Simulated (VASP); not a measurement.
# La2Zr2O (P6/mmm) in VASP: a series of runs, part 2 of 2

VASP 6.6.1.

## (4) Relaxation of cell and atoms, PBE

Contents of INCAR:

```
SYSTEM = La2Zr2O
ALGO = Normal
EDIFF = 1E-6
EDIFFG = -0.04
ENCUT = 600
GGA = PE
IBRION = 2
ISIF = 3
ISMEAR = 0
LASPH = .True.
LCHARG = .False.
LREAL = .False.
LWAVE = .False.
NELM = 100
NSW = 90
PREC = Accurate
SIGMA = 0.1
```

Contents of KPOINTS:

```
k-points
0
Gamma
  6 6 4
  0 0 0
```

Contents of POSCAR:

```
La2Zr2O
1.0
    3.7737597200      0.0000000000      0.0000000000
   -1.8868798600      3.2681717900      0.0000000000
    0.0000000000      0.0000000000      5.4707806600
La Zr O
2 2 1
Direct
    0.3333333300      0.6666666700      0.5000000000
    0.6666666700      0.3333333300      0.5000000000
    0.0000000000      0.0000000000      0.6419954200
    0.0000000000      0.0000000000      0.3580045800
    0.0000000000      0.0000000000      0.0000000000
```

Potentials or basis: VASP PAW PBE potentials, release 64 (La, Zr_sv, O).

Started as:

```
$ cat potpaw_PBE.64/La/POTCAR potpaw_PBE.64/Zr_sv/POTCAR potpaw_PBE.64/O/POTCAR > POTCAR
$ mpirun -np 1 vasp_std > vasp.out
```

OUTCAR:

```text
SYSTEM = La2Zr2O
   EDIFF = 1E-6
   EDIFFG = -0.04
   ENCUT = 600
   GGA = PE
   IBRION = 2
   ISIF = 3
   ISMEAR = 0
   LASPH = .True.
   LREAL = .False.
   NELM = 100
   NSW = 90
   PREC = Accurate

 ion  position               nearest neighbor table
   1  0.333  0.667  0.500-   2 2.18   2 2.18   2 2.18   4 2.31   3 2.31   4 2.31   3 2.31   4 2.31
                             3 2.31
   2  0.667  0.333  0.500-   1 2.18   1 2.18   1 2.18   4 2.31   3 2.31   3 2.31   4 2.31   3 2.31
                             4 2.31
   3  0.000  0.000  0.642-   4 1.55   5 1.96   1 2.31   2 2.31   2 2.31   1 2.31   2 2.31   1 2.31

   4  0.000  0.000  0.358-   3 1.55   5 1.96   1 2.31   2 2.31   2 2.31   1 2.31   2 2.31   1 2.31

   5  0.000  0.000  0.000-   3 1.96   4 1.96

 -----------------------------------------------------------------------------
[... 1691 lines left out ...]
  in kB     -533.0938593   -533.0938627   -706.8323246      0.0000000      0.0000000     -0.0000000
  external PRESSURE =    -591.0066822 kB  Pullay stress =       0.0000000 kB
[... 783 lines left out ...]
     30       3.3459      0.00000
     31       3.3459      0.00000

[... ionic steps 4 to 18 ...]

--------------------------------------- Ionic step       19  -------------------------------------------

 number of electron      52.0000029 magnetization

------------------------ aborting loop because EDIFF is reached ----------------------------------------
[... 73 lines left out ...]
--------------------------------------- Ionic step       21  -------------------------------------------

 number of electron      52.0000029 magnetization

 Free energy of the ion-electron system (eV)
  ---------------------------------------------------
  ext. energy  EPLUGINS =         0.00000000
  ---------------------------------------------------
  free energy    TOTEN  =       -31.85038076 eV

  energy without entropy =      -31.80620332  energy(sigma->0) =      -31.82829204

 E-fermi :   4.9864     XC(G=0):  -8.4332

 val. band max:        4.9811705957   @ k =   0.1667   0.1667   0.2500
 cond. band min:       5.0117238573   @ k =   0.3333   0.1667   0.5000
 fundamental gap:      0.0305532617
 Fermi energy:         4.9864167087
[... 744 lines left out ...]
  FREE ENERGIE OF THE ION-ELECTRON SYSTEM (eV)
  ---------------------------------------------------
  free  energy   TOTEN  =       -31.8503807591 eV

  energy  without entropy=      -31.8062033211  energy(sigma->0) =      -31.82829204

 reached required accuracy - stopping structural energy minimisation
```

CONTCAR:

```text
La2Zr2O
   1.00000000000000
     5.3681468251654847    0.0000000000000000    0.0000000000000000
    -2.6840734125827423    4.6489515334942029   -0.0000000000000000
    -0.0000000000000000    0.0000000000000000    6.8755138083755432
  La              Zr              O
     2     2     1
Direct
     0.3333333300000021    0.6666666699999979    0.5000000000000000
     0.6666666699999979    0.3333333300000021    0.5000000000000000
     0.0000000000000000    0.0000000000000000    0.2816746686120402
     0.0000000000000000    1.0000000000000000    0.7183253313879598
     0.0000000000000000    0.0000000000000000    0.0000000000000000

  0.00000000E+00  0.00000000E+00  0.00000000E+00
  0.00000000E+00  0.00000000E+00  0.00000000E+00
  0.00000000E+00  0.00000000E+00  0.00000000E+00
  0.00000000E+00  0.00000000E+00  0.00000000E+00
  0.00000000E+00  0.00000000E+00  0.00000000E+00
```

Wall time 37 min (1 thread of AMD EPYC 7R43 (Zen 3), shared host); peak memory 0.21 GiB.

Results:

| Property | Result |
| --- | --- |
| Free energy | -31.8504 eV |
| Relaxed volume | 34.32 Å³/atom |
| Relaxed cell | a = 5.368 Å, b = 5.368 Å, c = 6.876 Å, α = 90.00°, β = 90.00°, γ = 120.00° |
| Space group after relaxing (to 0.05 Å) | P6/mmm (No. 191) |
| Energy gained by relaxing | 12647.3 meV/atom |
| Ionic steps | 21 |
| Pressure after relaxing | 0.0 GPa |
| Band gap on the k mesh | zero (band 26 reaches 5.21 eV, above the bottom of band 27 at 4.85 eV) |

Step by step:
```tsv
step	energy change (eV)	largest force (eV/Å)	pressure (GPa)	volume (Å³)
1	0.0000	109.3625	377.48	67.47
2	143.5580	0.8540	-59.10	1086.56
3	-35.9021	61.0738	4.75	318.35
4	-54.2109	2.9733	-7.31	237.09
5	-55.3437	3.2556	-6.83	224.99
6	-60.3753	3.1025	23.90	130.93
7	-58.4892	4.3920	-2.84	183.23
8	-60.9660	4.1087	3.13	155.63
9	-61.4524	2.7047	10.11	142.92
10	-61.4353	3.0955	8.63	145.05
11	-63.0854	1.7885	-0.13	175.60
12	-63.1457	0.8092	0.63	170.24
13	-63.1457	0.8984	0.55	170.75
14	-63.1791	0.0622	-1.10	174.20
15	-63.1792	0.1062	-1.01	174.01
16	-63.2102	0.0909	-0.68	173.30
17	-63.2344	0.0858	-0.18	172.11
18	-63.2364	0.0831	-0.02	171.68
19	-63.2364	0.0846	0.00	171.63
20	-63.2366	0.0459	-0.07	171.57
21	-63.2367	0.0007	-0.05	171.59
```

Final structure:
```xyz
5
Lattice="5.3681 0.0000 0.0000 -2.6841 4.6490 0.0000 0.0000 0.0000 6.8755" Properties=species:S:1:pos:R:3 pbc="T T T"
La    0.0000    3.0993    3.4378
La    2.6841    1.5496    3.4378
Zr    0.0000    0.0000    1.9367
Zr   -2.6841    4.6490    4.9389
O     0.0000    0.0000    0.0000
```

Caveat: the volume moved by over 15 % at a fixed basis, so the end points are rough; spin-orbit coupling is left out, which moves the levels of the heavy elements.

## (5) The runs side by side

```csv
task,cell,cutoff (eV),gap on the mesh (eV),pressure (GPa),largest force (eV/Å)
single point,"a = 3.774, b = 3.774, c = 5.471 Å, angles 90.0, 90.0, 120.0°, 5 atoms",520,none,377.6,109.38
single point,"a = 5.667, b = 5.667, c = 6.784 Å, angles 90.0, 90.0, 120.0°, 5 atoms",520,none,0.2,0.07
relaxation of cell and atoms,"relaxed from a = 3.774, b = 3.774, c = 5.471 Å, angles 90.0, 90.0, 120.0°, 5 atoms",600,none,0.0,-
```

Alike in all rows: level PBE; potentials or basis VASP PAW PBE potentials, release 64 (La, Zr_sv, O); no spin polarisation; k mesh 6 × 6 × 4; smearing gaussian 0.1 eV.

Caveats: spin-orbit coupling is left out, which moves the levels of the heavy elements; forces of over 1 eV/Å act on the atoms, so gaps and moduli don't describe the material at rest (some runs); the volume moved by over 15 % at a fixed basis, so the end points are rough (some runs).

Total energies depend on the potentials used, so only differences within one code and one set of settings carry meaning.
